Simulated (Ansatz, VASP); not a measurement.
**KTaO3: VASP and Ansatz over several settings**

```
Ta K O
1.0
     4.01471    0.00000    0.00000
     0.00000    4.01471    0.00000
     0.00000    0.00000    4.01471
Ta K O
1 1 3
Cartesian
  0.0000 0.0000 0.0000
  2.0074 2.0074 2.0074
  0.0000 0.0000 2.0074
  0.0000 2.0074 0.0000
  2.0074 0.0000 0.0000
```

Single points on this cell with VASP 6.6.1 and Ansatz 0.2.0. Each row is one pair of runs. Alike in all rows: spin: off; k mesh: 7 × 7 × 7; smearing: fermi-dirac, width 0.05 eV; Ansatz's potentials, cutoff: Ansatz PAW, 420 eV.

```tsv
level	VASP's potentials, cutoff	gap on the k mesh at the Fermi level (eV), VASP	gap on the k mesh at the Fermi level (eV), Ansatz	least direct gap on the mesh (eV), VASP	least direct gap on the mesh (eV), Ansatz	pressure (GPa), VASP	pressure (GPa), Ansatz
PBEsol	VASP PAW PBE potentials, release 64 (Ta_pv, K_sv, O), 520 eV	2.10	2.15	2.67	2.71	-3.6	-4.3
LDA	VASP PAW LDA potentials, release 64 (Ta_pv, K_sv, O), 520 eV	2.04	2.09	2.61	2.66	-8.2	-9.3
PBEsol+D4	VASP PAW PBE potentials, release 64 (Ta_pv, K_sv, O), 520 eV	2.10	2.15	2.67	2.71	-4.7	-5.4
```

Gap on the k mesh at the fermi level (eV): the two programs differ by at most 0.05; least direct gap on the mesh (eV): the two programs differ by at most 0.041; pressure (GPa): the two programs differ by at most 1.1.

VASP's potentials hold 38 valence electrons a cell and Ansatz's 40, so a difference there can come from the potentials and not from the codes.

Neither program's run includes spin-orbit coupling. Noted on Ansatz's runs: odd divisions of the mesh miss points on the zone boundary, where band edges often lie, so the gap on the mesh can be too wide.
